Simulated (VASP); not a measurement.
# Ti4N3O in VASP: notebook, part 2 of 2

VASP 6.6.1. The steps go on from the part before.

## Step 4: Relaxation of cell and atoms, PBE

The input, INCAR:

```
SYSTEM = Ti4N3O
  ALGO = Normal
  EDIFF = 1E-6
  EDIFFG = -0.01
  ENCUT = 600
  GGA = PE
  IBRION = 2
  ISIF = 3
  ISMEAR = 0
  LASPH = .TRUE.
  LCHARG = .FALSE.
  LREAL = .FALSE.
  LWAVE = .FALSE.
  NELM = 60
  NSW = 100
  PREC = Accurate
  SIGMA = 0.1
```

The input, KPOINTS:

```
k-points
0
G
  10 10 10
  0 0 0
```

The input, POSCAR:

```
Ti4N3O
1.0
    4.2545000000      0.0000000000      0.0000000000
    0.0000000000      4.2545000000      0.0000000000
    0.0000000000      0.0000000000      4.2545000000
Ti N O
4 3 1
Direct
    0.0000000000      0.0000000000      0.0000000000
    0.5000000000      0.0000000000      0.5000000000
    0.0000000000      0.5000000000      0.5000000000
    0.5000000000      0.5000000000      0.0000000000
    0.0000000000      0.5000000000      0.0000000000
    0.5000000000      0.0000000000      0.0000000000
    0.0000000000      0.0000000000      0.5000000000
    0.5000000000      0.5000000000      0.5000000000
```

Potentials or basis: VASP PAW PBE potentials, release 64 (Ti_sv, N, O).

Started as:

```
$ cat potpaw_PBE.64/Ti_sv/POTCAR potpaw_PBE.64/N/POTCAR potpaw_PBE.64/O/POTCAR > POTCAR
$ mpirun -np 1 vasp_std > vasp.out
```

OUTCAR:

```text
SYSTEM = Ti4N3O
   EDIFF = 1E-6
   EDIFFG = -0.01
   ENCUT = 600
   GGA = PE
   IBRION = 2
   ISIF = 3
   ISMEAR = 0
   LASPH = .TRUE.
   LREAL = .FALSE.
   NELM = 60
   NSW = 100
   PREC = Accurate

 ion  position               nearest neighbor table
   1  0.000  0.000  0.000-   5 2.13   6 2.13   7 2.13   7 2.13   5 2.13   6 2.13
   2  0.500  0.000  0.500-   6 2.13   7 2.13   8 2.13   6 2.13   8 2.13   7 2.13
   3  0.000  0.500  0.500-   5 2.13   7 2.13   8 2.13   5 2.13   7 2.13   8 2.13
   4  0.500  0.500  0.000-   5 2.13   6 2.13   8 2.13   8 2.13   6 2.13   5 2.13
   5  0.000  0.500  0.000-   1 2.13   3 2.13   4 2.13   3 2.13   1 2.13   4 2.13
   6  0.500  0.000  0.000-   1 2.13   2 2.13   4 2.13   2 2.13   4 2.13   1 2.13
   7  0.000  0.000  0.500-   1 2.13   2 2.13   3 2.13   1 2.13   3 2.13   2 2.13
   8  0.500  0.500  0.500-   2 2.13   3 2.13   4 2.13   4 2.13   2 2.13   3 2.13

  LATTYP: Found a simple cubic cell.
 ALAT       =     4.2545000000

  Lattice vectors:

 A1 = (   4.2545000000,   0.0000000000,   0.0000000000)
 A2 = (   0.0000000000,   4.2545000000,   0.0000000000)
 A3 = (   0.0000000000,   0.0000000000,   4.2545000000)

Analysis of symmetry for initial positions (statically):
=====================================================================
 Subroutine PRICEL returns:
 Original cell was already a primitive cell.

 Routine SETGRP: Setting up the symmetry group for a
 simple cubic supercell.

 Subroutine GETGRP returns: Found 48 space group operations
 (whereof 48 operations were pure point group operations)
 out of a pool of 48 trial point group operations.

The static configuration has the point symmetry O_h .

Analysis of symmetry for dynamics (positions and initial velocities):
=====================================================================
 Subroutine PRICEL returns:
 Original cell was already a primitive cell.

 Routine SETGRP: Setting up the symmetry group for a
 simple cubic supercell.

 Subroutine GETGRP returns: Found 48 space group operations
 (whereof 48 operations were pure point group operations)
 out of a pool of 48 trial point group operations.

The dynamic configuration has the point symmetry O_h .

 Subroutine INISYM returns: Found 48 space group operations
 (whereof 48 operations are pure point group operations),
 and found     1 'primitive' translations

----------------------------------------------------------------------------------------

                                     Primitive cell

  volume of cell :      77.0097

  direct lattice vectors                    reciprocal lattice vectors
     4.254500000  0.000000000  0.000000000     0.235045246  0.000000000  0.000000000
     0.000000000  4.254500000  0.000000000     0.000000000  0.235045246  0.000000000
     0.000000000  0.000000000  4.254500000     0.000000000  0.000000000  0.235045246

  length of vectors
     4.254500000  4.254500000  4.254500000     0.235045246  0.235045246  0.235045246

  position of ions in fractional coordinates (direct lattice)
     0.000000000  0.000000000  0.000000000
     0.500000000  0.000000000  0.500000000
     0.000000000  0.500000000  0.500000000
     0.500000000  0.500000000  0.000000000
     0.000000000  0.500000000  0.000000000
     0.500000000  0.000000000  0.000000000
     0.000000000  0.000000000  0.500000000
     0.500000000  0.500000000  0.500000000

[... 65 lines left out ...]
   number of dos      NEDOS =    301   number of ions     NIONS =      8
   total plane-waves  NPLWV =  46656
   dimension x,y,z NGX =    36 NGY =   36 NGZ =   36
   dimension x,y,z NGXF=    72 NGYF=   72 NGZF=   72
   ions per type =               4   3   1
   NGX,Y,Z   is equivalent  to a cutoff of  14.07, 14.07, 14.07 a.u.
   NGXF,Y,Z  is equivalent  to a cutoff of  28.13, 28.13, 28.13 a.u.
 SYSTEM =  Ti4N3O
   PREC   = accura    normal or accurate (medium, high low for compatibility)
   ISTART =      0    job   : 0-new  1-cont  2-samecut
   ICHARG =      2    charge: 1-file 2-atom 10-const
   ISPIN  =      1    spin polarized calculation?
   LNONCOLLINEAR =      F non collinear calculations
   LSORBIT =      F    spin-orbit coupling
   LASPH  =      T    aspherical Exc in radial PAW
   ENCUT  =  600.0 eV  44.10 Ry    6.64 a.u.   8.50  8.50  8.50*2*pi/ulx,y,z
   NELM   =     60;   NELMIN=  2; NELMDL= -5     # of ELM steps
   EDIFF  = 0.1E-05   stopping-criterion for ELM
   LREAL  =      F    real-space projection
   EDIFFG = -.1E-01   stopping-criterion for IOM
   NSW    =    100    number of steps for IOM
   IBRION =      2    ionic relax: 0-MD 1-quasi-New 2-CG
   NFREE  =      1    steps in history (QN), initial steepest desc. (CG)
   ISIF   =      3    stress and relaxation
   ISYM   =      2    0-nonsym 1-usesym 2-fastsym
   POTIM  = 0.5000    time-step for ionic-motion
   TEBEG  =    0.0;   TEEND  =   0.0 temperature during run
   PSTRESS=    0.0 pullay stress
   NELECT =      69.0000    total number of electrons
   NUPDOWN=      -1.0000    fix difference up-down
   EMIN   =  10.00;   EMAX   =-10.00  energy-range for DOS
   EFERMI =   0.00;   METHOD = LEGACY
   ISMEAR =     0;   SIGMA  =   0.10  broadening in eV -4-tet -1-fermi 0-gaus
   EFERMI_NEDOS =   21; number of points for ismear=-14 and -15
   IALGO  =     38    algorithm
   IMIX   =      4    mixing-type and parameters
     AMIX     =   0.40;   BMIX     =  1.00
     AMIX_MAG =   1.60;   BMIX_MAG =  1.00
  volume/ion in A,a.u.               =       9.63        64.96
  Fermi-wavevector in a.u.,A,eV,Ry     =   1.578251  2.982461 33.890417  2.490875
  Thomas-Fermi vector in A             =   2.678810
   LORBIT       =      0    0 simple, 1 ext, 2 COOP (PROOUT), +10 PAW based schemes
   GGA     = PE    functional components
   LHFCALC =     F    Hartree Fock is set to
   AEXX    =    0.0000 exact exchange contribution
   IVDW    =     0    specifies the selected vdW correction
   LEPSILON=     F    determine dielectric tensor
   LRPA    =     F    only Hartree local field effects (RPA)
 conjugate gradient relaxation of ions
 non-spin polarized calculation
 Gauss-broadening in eV      SIGMA  =   0.10
  energy-cutoff  :      600.00
  volume of cell :       77.01
 maximum number of plane-waves:      2596
 NGX is ok and might be reduce to    36
   NGX = 17   NGY = 17   NGZ = 17

--------------------------------------- Ionic step        1  -------------------------------------------

 number of electron      68.9999993 magnetization

 Free energy of the ion-electron system (eV)
  ---------------------------------------------------
  ext. energy  EPLUGINS =         0.00000000
  ---------------------------------------------------
  free energy    TOTEN  =       -76.42985506 eV

  energy without entropy =      -76.40258389  energy(sigma->0) =      -76.41621948

------------------------ aborting loop because EDIFF is reached ----------------------------------------

  FORCE on cell =-STRESS in cart. coord.  units (eV):
  Direction    XX          YY          ZZ          XY          YZ          ZX
  --------------------------------------------------------------------------------------
  -------------------------------------------------------------------------------------
  Total        0.1868001      0.1868001      0.1868001     -0.0000000      0.0000000     -0.0000000
  in kB        3.8863515      3.8863515      3.8863515     -0.0000000      0.0000000     -0.0000000
  external PRESSURE =       3.8863515 kB  Pullay stress =       0.0000000 kB
[... 71 lines left out ...]
--------------------------------------- Ionic step        3  -------------------------------------------

 number of electron      68.9999993 magnetization

 Free energy of the ion-electron system (eV)
  ---------------------------------------------------
  ext. energy  EPLUGINS =         0.00000000
  ---------------------------------------------------
  free energy    TOTEN  =       -76.42999272 eV

  energy without entropy =      -76.40266804  energy(sigma->0) =      -76.41633038

 E-fermi :  11.4991     XC(G=0): -12.9383

 val. band max:       11.4971339996   @ k =   0.2000   0.1000   0.1000
 cond. band min:      11.5014591369   @ k =   0.4000   0.3000   0.0000
 fundamental gap:      0.0043251373
 Fermi energy:        11.4991183869

 k-point     1 :       0.0000    0.0000    0.0000
  band No.  band energies     occupation
      1     -46.4559      2.00000
      2     -46.3470      2.00000
      3     -46.3470      2.00000
      4     -46.2597      2.00000
      5     -22.9805      2.00000
      6     -22.9805      2.00000
[... 1045 lines left out ...]
     40      13.1341      0.00000
     41      13.1988      0.00000

 [... further k-points ...]

------------------------ aborting loop because EDIFF is reached ----------------------------------------

  FORCE on cell =-STRESS in cart. coord.  units (eV):
  Direction    XX          YY          ZZ          XY          YZ          ZX
  --------------------------------------------------------------------------------------
  -------------------------------------------------------------------------------------
  Total       -0.0157362     -0.0157362     -0.0157362      0.0000000      0.0000000     -0.0000000
  in kB       -0.3269080     -0.3269080     -0.3269080      0.0000000      0.0000000     -0.0000000
  external PRESSURE =      -0.3269080 kB  Pullay stress =       0.0000000 kB
[... 23 lines left out ...]
  FREE ENERGIE OF THE ION-ELECTRON SYSTEM (eV)
  ---------------------------------------------------
  free  energy   TOTEN  =       -76.4299927230 eV

  energy  without entropy=      -76.4026680361  energy(sigma->0) =      -76.41633038

 reached required accuracy - stopping structural energy minimisation
```

Run time: 5 min. Hardware: 1 thread of Intel Xeon 6975P-C (Granite Rapids), shared host; peak memory 0.32 GiB.

What came out:

```
Free energy                           : -76.4300 eV
Relaxed volume                        : 9.64 Å³/atom
Relaxed cell                          : a = 4.257 Å, b = 4.257 Å, c = 4.257 Å, α = 90.00°, β = 90.00°, γ = 90.00°
Space group after relaxing (to 0.1 Å) : Pm-3m (No. 221)
Energy gained by relaxing             : 0.0 meV/atom
Ionic steps                           : 3
Pressure after relaxing               : 0.0 GPa
Band gap on the k mesh                : zero (an odd number of electrons rules out a gap without spin polarisation)
```

The path:
| step | energy change (eV) | largest force (eV/Å) | pressure (GPa) | volume (Å³) |
| --- | --- | --- | --- | --- |
| 1 | 0.0000 | 0.0000 | 0.39 | 77.01 |
| 2 | 0.0001 | 0.0000 | -0.48 | 77.27 |
| 3 | -0.0001 | 0.0000 | -0.03 | 77.12 |

Final structure:
```cif
data_structure
_symmetry_space_group_name_H-M 'P 1'
_symmetry_Int_Tables_number 1
_cell_length_a 4.2566
_cell_length_b 4.2566
_cell_length_c 4.2566
_cell_angle_alpha 90.000
_cell_angle_beta 90.000
_cell_angle_gamma 90.000
_cell_volume 77.12
loop_
_atom_site_label
_atom_site_type_symbol
_atom_site_fract_x
_atom_site_fract_y
_atom_site_fract_z
_atom_site_occupancy
Ti1 Ti 0.00000 0.00000 0.00000 1
Ti2 Ti 0.50000 0.00000 0.50000 1
Ti3 Ti 0.00000 0.50000 0.50000 1
Ti4 Ti 0.50000 0.50000 0.00000 1
N1 N 0.00000 0.50000 0.00000 1
N2 N 0.50000 0.00000 0.00000 1
N3 N 0.00000 0.00000 0.50000 1
O1 O 0.50000 0.50000 0.50000 1
```

Caveat: an odd number of electrons without spin polarisation forces a metal; a magnetic or distorted state may lie lower.

## Step 5: Overview

```tsv
task	level	cell	k mesh	cutoff (eV)	smearing	gap on the mesh (eV)	pressure (GPa)
single point	PBE	a = 4.254 Å, 8 atoms	6 × 6 × 6	520	gaussian 0.2 eV	none	0.5
single point	r2SCAN	a = 4.255 Å, 8 atoms	10 × 10 × 10	520	gaussian 0.1 eV	none	-1.6
relaxation of cell and atoms	PBE	relaxed from a = 4.255 Å, 8 atoms	10 × 10 × 10	600	gaussian 0.1 eV	none	0.0
```

Alike in all rows: potentials or basis VASP PAW PBE potentials, release 64 (Ti_sv, N, O); no spin polarisation.

Caveats: an odd number of electrons without spin polarisation forces a metal; a magnetic or distorted state may lie lower; the PAW data sets were made with another functional, which shifts forces and pressure a little (at least some runs).

Absolute energies hang on the potentials; compare differences alone.

The gap in the log of VASP goes by the Fermi energy; the results here count the filled bands.